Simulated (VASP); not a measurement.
Here is a VASP 6.6.1 calculation.

The input INCAR:

```
SYSTEM = Y
ALGO = Normal
EDIFF = 1E-6
ENCUT = 520
GGA = PE
ISIF = 2
ISMEAR = -1
LASPH = .True.
LCHARG = .True.
LELF = .True.
LREAL = .False.
LVHAR = .True.
LWAVE = .False.
NBANDS = 30
NELM = 100
PREC = Accurate
SIGMA = 0.05
```

File KPOINTS:

```
k-points
0
Gamma
  13 13 4
  0 0 0
```

File POSCAR:

```
Y
1.0
    2.8443392879      0.0000000000      0.0000000000
   -1.4221696440      2.4632700803      0.0000000000
    0.0000000000      0.0000000000      9.1173669510
Y
4
Direct
    0.0000000000      0.0000000000      0.0000000000
    0.0000000000      0.0000000000      0.5000000000
    0.3333333333      0.6666666667      0.2500000000
    0.6666666667      0.3333333333      0.7500000000
```

Potentials or basis: VASP PAW PBE potentials, release 64 (Y_sv).

Launch:

```console
$ cat potpaw_PBE.64/Y_sv/POTCAR > POTCAR
$ mpirun -np 1 vasp_std > vasp.out
```

(1) Predict the band gap on the k mesh.

(2) What does it give for the pressure?

Results:

(1) zero (bands 22 and 23 overlap by 2.14 eV).

(2) 80.9 GPa.

Caveat: the cell stands under pressure.
